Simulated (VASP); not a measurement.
SiO2, 6 atoms in the cell. It takes space group I-42d (No. 122, tetragonal). The conventional cell has a = 4.955 Å, b = 4.955 Å, c = 7.311 Å, α = 90.00°, β = 90.00°, γ = 90.00°. Si (site symmetry -4) has 4 O at 1.61 Å within 2.1 Å. O (site symmetry 2) has 2 Si at 1.61 Å within 2.1 Å. 

```yaml
Program: VASP 6.6.1
Task: single point
Functional: PBEsol
Potentials_or_basis: VASP PAW PBE potentials, release 64 (Si, O)
Cutoff: 520 eV
k_mesh: 8 × 8 × 8
Occupations: fermi-dirac, width 0.05 eV
Spin: no spin polarisation
Dipole_correction: no
Further_INCAR_settings: ALGO = Normal; EDIFF = 1e-06; NBANDS = 25
```

Potentials or basis: VASP PAW PBE potentials, release 64 (Si, O).

Command:

```bash
$ cat potpaw_PBE.64/Si/POTCAR potpaw_PBE.64/O/POTCAR > POTCAR
$ mpirun -np 1 vasp_std > vasp.out
```

Hardware: 1 thread of Intel(R) Xeon(R) Platinum 8559C (Emerald Rapids) (shared host).

Problem. Estimate the wall time of this run.

Solution. Wall time 2.1 min on 1 thread of Intel(R) Xeon(R) Platinum 8559C (Emerald Rapids) (shared host), peak memory 0.27 GiB. Counts: scf iterations 14, k points 59.
